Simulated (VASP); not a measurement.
Runs of VASP 6.6.1 on HfO2 (fluorite type). The structure is that of space group Fm-3m (No. 225), or close to it. The cells are those of the table. 

```csv
task,cell,k mesh,cutoff (eV),gap on the mesh (eV),pressure (GPa)
single point,"a = 3.206 Å, angles 60.0°, 3 atoms",12 × 12 × 12,520,(a),173.3
relaxation of cell and atoms,"relaxed to 180 GPa from a = 3.200 Å, angles 60.0°, 3 atoms",12 × 12 × 12,600,4.49,180.0
relaxation of cell and atoms,"relaxed to 180 GPa from a = 3.206 Å, angles 60.0°, 3 atoms",12 × 12 × 12,600,4.50,180.0
single point,"a = 3.604 Å, angles 60.0°, 3 atoms",11 × 11 × 11,520,3.83,(b)
relaxation of cell and atoms,"relaxed from a = 3.488 Å, angles 60.0°, 3 atoms",11 × 11 × 11,600,3.87,0.0
```

Alike in all rows: level PBE; potentials or basis VASP PAW PBE potentials, release 64 (Hf_pv, O); no spin polarisation; smearing fermi-dirac 0.05 eV.

**Question.** Fill in the values left out.

**Answer.** (a) 4.48; (b) -3.6.

Caveats: spin-orbit coupling is left out, which moves the levels of the heavy elements; the cell is relaxed towards a set pressure, so the enthalpy falls and the energy may rise (some runs).

A k mesh can miss the band edges, and the runs leave out spin-orbit coupling on Hf.
